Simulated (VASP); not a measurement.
# Al2Pt: single point with LDA

Slab: Al2Pt, a slab with vacuum.

```
Al Pt
1.0
     4.20475    0.00000    0.00000
    -2.10237    3.64142    0.00000
     0.00000    0.00000   23.58290
Al Pt
6 3
Cartesian
  0.0000 0.0000 7.5000
  0.0000 2.4276 9.2166
  2.1024 1.2138 10.9332
  0.0000 0.0000 12.6497
  0.0000 2.4276 14.3663
  2.1024 1.2138 16.0829
  2.1024 1.2138 8.3583
  0.0000 2.4276 11.7915
  0.0000 0.0000 15.2246
```

```json
{"Program": "VASP 6.6.1", "Task": "single point", "Functional": "LDA", "Potentials or basis": "VASP PAW LDA potentials, release 64 (Al, Pt)", "Cutoff": "520 eV", "k mesh": "9 × 9 × 1", "Occupations": "gaussian, width 0.1 eV", "Spin": "no spin polarisation"}
```

| Property | Result |
| --- | --- |
| Largest force | 1.004 eV/Å |
| Band gap on the k mesh | zero (band 24 reaches 3.57 eV, above the bottom of band 25 at 0.39 eV) |

Forces on the atoms (eV/Å):
```
Al   0.000  0.000  1.004
Al   0.000  0.000 -0.188
Al   0.000  0.000 -0.153
Al   0.000  0.000  0.153
Al   0.000  0.000  0.188
Al   0.000  0.000 -1.004
Pt   0.000  0.000  0.075
Pt   0.000  0.000  0.000
Pt   0.000  0.000 -0.075
```

Levels at points of the mesh, in eV from the Fermi level:
| k point | band 22 | band 23 | band 24 | band 25 | band 26 | band 27 |
| --- | --- | --- | --- | --- | --- | --- |
| (0.00, 0.00, 0.00) | 1.47 | 1.47 | 2.63 | 2.63 | 2.71 | 3.05 |

Run time: 2.9 min on 1 thread of Intel(R) Xeon(R) 6975P-C (Granite Rapids), on a shared host, peak memory 0.41 GiB.

Caveat: spin-orbit coupling is left out, which moves the levels of the heavy elements.
